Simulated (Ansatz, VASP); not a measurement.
# Sc: VASP beside Ansatz

File INCAR:

```
ALGO = Fast
EDIFF = 1E-6
ENCUT = 520
GGA = PE
ISIF = 2
ISMEAR = 0
LASPH = T
LCHARG = T
LELF = T
LREAL = F
LVHAR = T
LWAVE = F
NBANDS = 12
NELM = 60
PREC = Accurate
SIGMA = 0.15
```

KPOINTS

```
k-points
0
Gamma
  20 20 20
```

Contents of POSCAR:

```
Sc
1.0
   -1.9712394737      1.9712394737      1.6247305309
    1.9712394737     -1.9712394737      1.6247305309
    1.9712394737      1.9712394737     -1.6247305309
Sc
1
Direct
    0.0000000000      0.0000000000      0.0000000000
```

Input for Ansatz:

```yaml
crystal:
  lattice:
    - [-1.9712394737, 1.9712394737, 1.6247305309]
    - [1.9712394737, -1.9712394737, 1.6247305309]
    - [1.9712394737, 1.9712394737, -1.6247305309]
  atoms:
    - { symbol: Sc, position: [0.0, 0.0, 0.0] }
basis:
  ecutwfc: 420
kpoints:
  mp_grid: { grid: [20, 20, 20] }
hamiltonian:
  xc: pbe
scf:
  occupations: { method: gaussian, width: 0.15 }
output:
  forces: true
  stress: true
  eigenvalues: true
```

Alike in both runs: task single point; functional PBE; k mesh 20 × 20 × 20; occupations gaussian, width 0.15 eV; no spin polarisation.

```csv
,VASP,Ansatz
version,VASP 6.6.1,Ansatz 0.2.0
potentials or method,"VASP PAW PBE potentials, release 64 (Sc_sv), cutoff 520 eV","scalar-relativistic, plane waves, PAW"
valence electrons in the cell,11,11
```

|  | VASP | Ansatz | Ansatz less VASP |
| --- | --- | --- | --- |
| gap on the k mesh at the Fermi level (eV) | none | none | - |
| pressure (GPa) | -0.7 | -0.7 | +0.01 |
| traceless stress, the component that is largest in VASP (GPa) | 2.99 | 2.99 | +0.008 |

A gap of «none» marks a metal or a gap that the smearing closes.
